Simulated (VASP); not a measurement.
# SnSe (Fm-3m) in VASP: a series of runs

Runs on SnSe. Level: PBE. Tasks: single point.

Program: VASP 6.6.1. These are calculated values, not measurements. Logs are shortened: lines on timing, memory, paths and dates and some standing lists are left out, and cuts for length are marked.

## (1) The cell of the first run

It takes space group Fm-3m (No. 225, cubic). Conventional cell: a = 6.020 Å, b = 6.020 Å, c = 6.020 Å, α = 90.00°, β = 90.00°, γ = 90.00°. Sn (site symmetry m-3m) has 6 Se at 3.01 Å within 4.0 Å. Within 4.0 Å of Se (site symmetry m-3m) lie 6 Sn at 3.01 Å.

## (2) Single point, PBE

INCAR reads:

```
PREC     = Accurate       # precision mode
ENCUT    = 520            # plane-wave cutoff, eV
EDIFF    = 1E-6           # SCF threshold, eV
ISMEAR   = 0              # smearing method
SIGMA    = 0.1            # smearing width, eV
LREAL    = False          # projectors in reciprocal space
LASPH    = True           # aspherical terms in the spheres
NELM     = 100            # most SCF steps
ALGO     = Normal         # electronic algorithm
ISIF     = 2              # what is computed and relaxed
LWAVE    = False          # write WAVECAR
LCHARG   = False          # write CHGCAR
GGA      = PE             # functional
NBANDS   = 17             # bands
```

KPOINTS reads:

```
regular mesh
0
Gamma
  6 6 6
```

POSCAR reads:

```
SnSe
1.0
    0.0000000000      3.0099999900      3.0099999900
    3.0099999900      0.0000000000      3.0099999900
    3.0099999900      3.0099999900      0.0000000000
Sn Se
1 1
Direct
    0.0000000000      0.0000000000      0.0000000000
    0.5000000000      0.5000000000      0.5000000000
```

Potentials or basis: VASP PAW PBE potentials, release 64 (Sn_d, Se).

Launch:

```bash
> cat potpaw_PBE.64/Sn_d/POTCAR potpaw_PBE.64/Se/POTCAR > POTCAR
> mpirun -np 1 vasp_std > vasp.out
```

OUTCAR:

```text
PREC = Accurate
   ENCUT = 520
   EDIFF = 1E-6
   ISMEAR = 0
   LREAL = False
   LASPH = True
   NELM = 100
   ISIF = 2
   GGA = PE

 ion  position               nearest neighbor table
   1  0.000  0.000  0.000-   2 3.01   2 3.01   2 3.01   2 3.01   2 3.01   2 3.01
   2  0.500  0.500  0.500-   1 3.01   1 3.01   1 3.01   1 3.01   1 3.01   1 3.01

  LATTYP: Found a face centered cubic cell.
 ALAT       =     6.0199999800

  Lattice vectors:

 A1 = (   0.0000000000,   3.0099999900,   3.0099999900)
 A2 = (   3.0099999900,   0.0000000000,   3.0099999900)
 A3 = (   3.0099999900,   3.0099999900,   0.0000000000)

Analysis of symmetry for initial positions (statically):
=====================================================================
 Subroutine PRICEL returns:
 Original cell was already a primitive cell.

 Routine SETGRP: Setting up the symmetry group for a
 face centered cubic supercell.

 Subroutine GETGRP returns: Found 48 space group operations
 (whereof 48 operations were pure point group operations)
 out of a pool of 48 trial point group operations.

The static configuration has the point symmetry O_h .

Analysis of symmetry for dynamics (positions and initial velocities):
=====================================================================
 Subroutine PRICEL returns:
 Original cell was already a primitive cell.

 Routine SETGRP: Setting up the symmetry group for a
 face centered cubic supercell.

 Subroutine GETGRP returns: Found 48 space group operations
 (whereof 48 operations were pure point group operations)
 out of a pool of 48 trial point group operations.

The dynamic configuration has the point symmetry O_h .

 Subroutine INISYM returns: Found 48 space group operations
 (whereof 48 operations are pure point group operations),
 and found     1 'primitive' translations

----------------------------------------------------------------------------------------

                                     Primitive cell

  volume of cell :      54.5418

  direct lattice vectors                    reciprocal lattice vectors
     0.000000000  3.009999990  3.009999990    -0.166112957  0.166112957  0.166112957
     3.009999990  0.000000000  3.009999990     0.166112957 -0.166112957  0.166112957
     3.009999990  3.009999990  0.000000000     0.166112957  0.166112957 -0.166112957

  length of vectors
     4.256782809  4.256782809  4.256782809     0.287716082  0.287716082  0.287716082

  position of ions in fractional coordinates (direct lattice)
     0.000000000  0.000000000  0.000000000
     0.500000000  0.500000000  0.500000000

  ion indices of the primitive-cell ions
[... 67 lines left out ...]
   LREAL  =      F    real-space projection
   EDIFFG = 0.1E-04   stopping-criterion for IOM
   NSW    =      0    number of steps for IOM
   IBRION =     -1    ionic relax: 0-MD 1-quasi-New 2-CG
   NFREE  =      0    steps in history (QN), initial steepest desc. (CG)
   ISIF   =      2    stress and relaxation
   ISYM   =      2    0-nonsym 1-usesym 2-fastsym
   POTIM  = 0.5000    time-step for ionic-motion
   TEBEG  =    0.0;   TEEND  =   0.0 temperature during run
   PSTRESS=    0.0 pullay stress
   NELECT =      20.0000    total number of electrons
   NUPDOWN=      -1.0000    fix difference up-down
   EMIN   =  10.00;   EMAX   =-10.00  energy-range for DOS
   EFERMI =   0.00;   METHOD = LEGACY
   ISMEAR =     0;   SIGMA  =   0.10  broadening in eV -4-tet -1-fermi 0-gaus
   EFERMI_NEDOS =   21; number of points for ismear=-14 and -15
   IALGO  =     38    algorithm
   IMIX   =      4    mixing-type and parameters
     AMIX     =   0.40;   BMIX     =  1.00
     AMIX_MAG =   1.60;   BMIX_MAG =  1.00
  volume/ion in A,a.u.               =      27.27       184.03
  Fermi-wavevector in a.u.,A,eV,Ry     =   1.171768  2.214321 18.681350  1.373040
  Thomas-Fermi vector in A             =   2.308207
   LORBIT       =      0    0 simple, 1 ext, 2 COOP (PROOUT), +10 PAW based schemes
   GGA     = PE    functional components
   LHFCALC =     F    Hartree Fock is set to
   AEXX    =    0.0000 exact exchange contribution
   IVDW    =     0    specifies the selected vdW correction
   LEPSILON=     F    determine dielectric tensor
   LRPA    =     F    only Hartree local field effects (RPA)
 non-spin polarized calculation
 Gauss-broadening in eV      SIGMA  =   0.10
  energy-cutoff  :      520.00
  volume of cell :       54.54
 maximum number of plane-waves:      1484
   NGX = 15   NGY = 15   NGZ = 15

 number of electron      20.0000005 magnetization

 Free energy of the ion-electron system (eV)
  ---------------------------------------------------
  ext. energy  EPLUGINS =         0.00000000
  ---------------------------------------------------
  free energy    TOTEN  =        -8.23555531 eV

  energy without entropy =       -8.23555482  energy(sigma->0) =       -8.23555507

 E-fermi :   5.8661     XC(G=0):  -9.6061

 val. band max:        5.5770946919   @ k =   0.5000   0.0000   0.0000
 cond. band min:       6.1551801142   @ k =   0.5000   0.0000   0.0000
 fundamental gap:      0.5780854222
 Fermi energy:         5.8661373685

 k-point     1 :       0.0000    0.0000    0.0000
  band No.  band energies     occupation
      1     -16.0260      2.00000
      2     -16.0260      2.00000
      3     -16.0260      2.00000
      4     -16.0243      2.00000
      5     -16.0243      2.00000
      6      -8.2955      2.00000
[... 297 lines left out ...]
      4     -16.0146      2.00000
      5     -16.0085      2.00000
      6      -7.0705      2.00000
[... 9 lines left out ...]
     16      16.7394      0.00000
     17      18.2960      0.00000

------------------------ aborting loop because EDIFF is reached ----------------------------------------

  FORCE on cell =-STRESS in cart. coord.  units (eV):
  Direction    XX          YY          ZZ          XY          YZ          ZX
  --------------------------------------------------------------------------------------
  -------------------------------------------------------------------------------------
  Total        0.1994337      0.1994337      0.1994337     -0.0000000     -0.0000000      0.0000000
  in kB        5.8584076      5.8584076      5.8584076     -0.0000000     -0.0000000      0.0000000
  external PRESSURE =       5.8584076 kB  Pullay stress =       0.0000000 kB

 VOLUME and BASIS-vectors are now :
 -----------------------------------------------------------------------------
  energy-cutoff  :      520.00
  volume of cell :       54.54
      direct lattice vectors                 reciprocal lattice vectors
     0.000000000  3.009999990  3.009999990    -0.166112957  0.166112957  0.166112957
     3.009999990  0.000000000  3.009999990     0.166112957 -0.166112957  0.166112957
     3.009999990  3.009999990  0.000000000     0.166112957  0.166112957 -0.166112957

 POSITION                                       TOTAL-FORCE (eV/Angst)
 -----------------------------------------------------------------------------------
      0.00000      0.00000      0.00000        -0.000000     -0.000000     -0.000000
      3.01000      3.01000      3.01000         0.000000      0.000000      0.000000
 -----------------------------------------------------------------------------------
    total drift:                                0.000000     -0.000000     -0.000000

  FREE ENERGIE OF THE ION-ELECTRON SYSTEM (eV)
  ---------------------------------------------------
  free  energy   TOTEN  =        -8.2355553123 eV

  energy  without entropy=       -8.2355548206  energy(sigma->0) =       -8.23555507
```

OSZICAR:

```text
N       E                     dE             d eps       ncg     rms          rms(c)
DAV:   1     0.132394105020E+03    0.13239E+03   -0.97613E+03   560   0.146E+03
DAV:   2     0.443171159460E+01   -0.12796E+03   -0.12312E+03   609   0.350E+02
DAV:   3    -0.808471281598E+01   -0.12516E+02   -0.12413E+02   680   0.935E+01
DAV:   4    -0.840296462507E+01   -0.31825E+00   -0.31791E+00   695   0.160E+01
DAV:   5    -0.841250759937E+01   -0.95430E-02   -0.95426E-02   757   0.269E+00    0.312E+00
DAV:   6    -0.823492258390E+01    0.17759E+00   -0.43903E-01   767   0.386E+00    0.187E+00
DAV:   7    -0.823377250549E+01    0.11501E-02   -0.80292E-02   643   0.126E+00    0.919E-01
DAV:   8    -0.823567119303E+01   -0.18987E-02   -0.86098E-03   674   0.807E-01    0.109E-01
DAV:   9    -0.823548798456E+01    0.18321E-03   -0.14439E-03   783   0.304E-01    0.489E-02
DAV:  10    -0.823554991163E+01   -0.61927E-04   -0.16638E-04   623   0.727E-02    0.113E-02
DAV:  11    -0.823555491243E+01   -0.50008E-05   -0.14907E-05   739   0.315E-02    0.261E-03
DAV:  12    -0.823555531233E+01   -0.39990E-06   -0.11442E-06   499   0.121E-02
   1 F= -.82355553E+01 E0= -.82355551E+01  d E =-.491720E-06
```

It took 6.3 s on 1 thread of Intel Xeon Platinum 8559C (Emerald Rapids), shared host; peak memory 0.17 GiB.

What came out:

```
Free energy            : -8.2356 eV
Pressure               : 0.6 GPa
Band gap on the k mesh : 0.58 eV, direct
```

Caveat: spin-orbit coupling is left out, which moves the levels of the heavy elements. A k mesh can miss the band edges.

## (3) Single point, PBE (volume scaled by 0.88)

INCAR reads:

```
SYSTEM = SnSe
  PREC = Accurate
  ENCUT = 520
  EDIFF = 1E-7
  ISMEAR = 0
  SIGMA = 0.02
  LREAL = .False.
  LASPH = .True.
  NELM = 80
  ALGO = Normal
  ISIF = 2
  LWAVE = .False.
  LCHARG = .False.
  GGA = PE
  NBANDS = 17
```

KPOINTS reads:

```
Automatic mesh
0
Gamma
  10 10 10
  0 0 0
```

POSCAR reads:

```
SnSe
1.0
    0.0000000000      2.9043774347      2.9043774347
    2.9043774347      0.0000000000      2.9043774347
    2.9043774347      2.9043774347      0.0000000000
Sn Se
1 1
Direct
    0.0000000000      0.0000000000      0.0000000000
    0.5000000000      0.5000000000      0.5000000000
```

Potentials or basis: VASP PAW PBE potentials, release 64 (Sn_d, Se).

Launch:

```bash
> cat potpaw_PBE.64/Sn_d/POTCAR potpaw_PBE.64/Se/POTCAR > POTCAR
> mpirun -np 1 vasp_std > vasp.out
```

It took 13 s on 1 thread of Intel Xeon Platinum 8559C (Emerald Rapids), shared host; peak memory 0.19 GiB.

The run converged. Its results:

- Free energy: -8.0638 eV
- Pressure: 8.1 GPa
- Band gap on the k mesh: 0.37 eV, indirect (least direct gap 0.56 eV)

Levels at points of the mesh, in eV from the valence-band top:
| k point | band 6 | band 7 | band 8 | band 9 | band 10 | band 11 | band 12 | band 13 | band 14 | band 15 |
| --- | --- | --- | --- | --- | --- | --- | --- | --- | --- | --- |
| (0.00, 0.00, 0.00) | -14.80 | -4.84 | -2.66 | -2.66 | -2.66 | 4.58 | 4.58 | 4.58 | 5.57 | 5.57 |
| (0.50, 0.00, 0.00) | -13.62 | -8.80 | -2.39 | -2.39 | -0.24 | 0.86 | 1.01 | 1.01 | 8.39 | 10.18 |
| (0.50, 0.50, 0.00) | -13.22 | -6.40 | -6.19 | -4.32 | -4.32 | 2.49 | 5.82 | 5.82 | 6.53 | 10.64 |

Caveat: spin-orbit coupling is left out, which moves the levels of the heavy elements. A k mesh can miss the band edges.

## (4) Single point, PBE (volume scaled by 0.91)

INCAR reads:

```
SYSTEM = SnSe
PREC = Accurate ; ENCUT = 520
EDIFF = 1E-7 ; ISMEAR = 0
SIGMA = 0.02 ; LREAL = .False.
LASPH = .True. ; NELM = 80
ALGO = Normal ; ISIF = 2
LWAVE = .False. ; LCHARG = .False.
GGA = PE ; NBANDS = 17
```

KPOINTS reads:

```
regular mesh
0
Gamma
  10 10 10
  0 0 0
```

POSCAR reads:

```
SnSe
1.0
    0.0000000000      2.9370136207      2.9370136207
    2.9370136207      0.0000000000      2.9370136207
    2.9370136207      2.9370136207      0.0000000000
Sn Se
1 1
Direct
    0.0000000000      0.0000000000      0.0000000000
    0.5000000000      0.5000000000      0.5000000000
```

Launch:

```bash
> cat potpaw_PBE.64/Sn_d/POTCAR potpaw_PBE.64/Se/POTCAR > POTCAR
> mpirun -np 1 vasp_std > vasp.out
```

It took 15 s on 1 thread of Intel Xeon Platinum 8559C (Emerald Rapids), shared host; peak memory 0.19 GiB.

Results (log left out):

- Free energy: -8.1356 eV
- Pressure: 5.6 GPa
- Band gap on the k mesh: 0.45 eV, indirect (least direct gap 0.58 eV)

Levels at points of the mesh, in eV from the valence-band top:
```
           k point  band 8  band 9  band 10  band 11  band 12  band 13
(0.00, 0.00, 0.00)   -2.47   -2.47    -2.47     4.53     4.53     4.53
(0.50, 0.00, 0.00)   -2.21   -2.21    -0.12     0.81     1.13     1.13
(0.50, 0.50, 0.00)   -6.06   -4.06    -4.06     2.70     5.71     5.71
```

Caveat: spin-orbit coupling is left out, which moves the levels of the heavy elements.

## (5) Overview

| cell | k mesh | smearing | gap on the mesh (eV) | pressure (GPa) |
| --- | --- | --- | --- | --- |
| a = 4.257 Å, angles 60.0°, 2 atoms | 6 × 6 × 6 | gaussian 0.1 eV | 0.58 | 0.6 |
| a = 4.107 Å, angles 60.0°, 2 atoms | 10 × 10 × 10 | gaussian 0.02 eV | 0.37 | 8.1 |
| a = 4.154 Å, angles 60.0°, 2 atoms | 10 × 10 × 10 | gaussian 0.02 eV | 0.45 | 5.6 |

Alike in all rows: task single point; level PBE; potentials or basis VASP PAW PBE potentials, release 64 (Sn_d, Se); no spin polarisation; cutoff (eV) 520.

Caveats: spin-orbit coupling is left out, which moves the levels of the heavy elements.

Total energies depend on the potentials used, so only differences within one code and one set of settings carry meaning.
